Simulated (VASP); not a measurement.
A run of VASP 6.6.1 is set up as follows.

INCAR

```
SYSTEM = SnO2
  PREC = Accurate
  ENCUT = 520
  EDIFF = 1E-8
  ISMEAR = -1
  SIGMA = 0.03
  LREAL = .False.
  LASPH = .True.
  NELM = 80
  ALGO = Normal
  ISIF = 2
  LWAVE = .False.
  LCHARG = .False.
  GGA = PE
  LEFG = .True.
  NBANDS = 35
```

The input KPOINTS:

```
regular mesh
0
Gamma
  4 4 6
  0 0 0
```

Contents of POSCAR:

```
SnO2
1.0
    4.8794705000      0.0000000000      0.0000000000
    0.0000000000      4.8794705000      0.0000000000
    0.0000000000      0.0000000000      3.1864000000
Sn O
2 4
Direct
    0.0000000000      0.0000000000      0.0000000000
    0.5000000000      0.5000000000      0.5000000000
    0.3056200000      0.3056200000      0.0000000000
    0.1943800000      0.8056200000      0.5000000000
    0.6943800000      0.6943800000      0.0000000000
    0.8056200000      0.1943800000      0.5000000000
```

Potentials or basis: VASP PAW PBE potentials, release 64 (Sn_d, O).

The run is started by

```console
$ cat potpaw_PBE.64/Sn_d/POTCAR potpaw_PBE.64/O/POTCAR > POTCAR
$ mpirun -np 1 vasp_std > vasp.out
```

**Question.** Predict the largest force.

**Answer.** 0.083 eV/Å.

**Question.** What does it give for the pressure?

**Answer.** 0.4 GPa.

**Question.** Predict the band gap on the k mesh.

**Answer.** 0.69 eV, direct.

Electric field gradients, principal values (V/Å²):
| atom | least | middle | greatest (by size) |
| --- | --- | --- | --- |
| 1 Sn | 26.271 | 35.246 | -61.517 |
| 2 Sn | 26.271 | 35.246 | -61.517 |
| 3 O | 47.215 | 66.950 | -114.165 |
| 4 O | 47.215 | 66.950 | -114.165 |
| 5 O | 47.215 | 66.950 | -114.165 |
| 6 O | 47.215 | 66.950 | -114.165 |

Caveat: the cell differs from its parent crystal (equal xx and yy strain of +3 %); without QUAD_EFG the Cq values of the log hold for a quadrupole moment of 1 mb, not for the nuclei; spin-orbit coupling is left out, which moves the levels of the heavy elements.
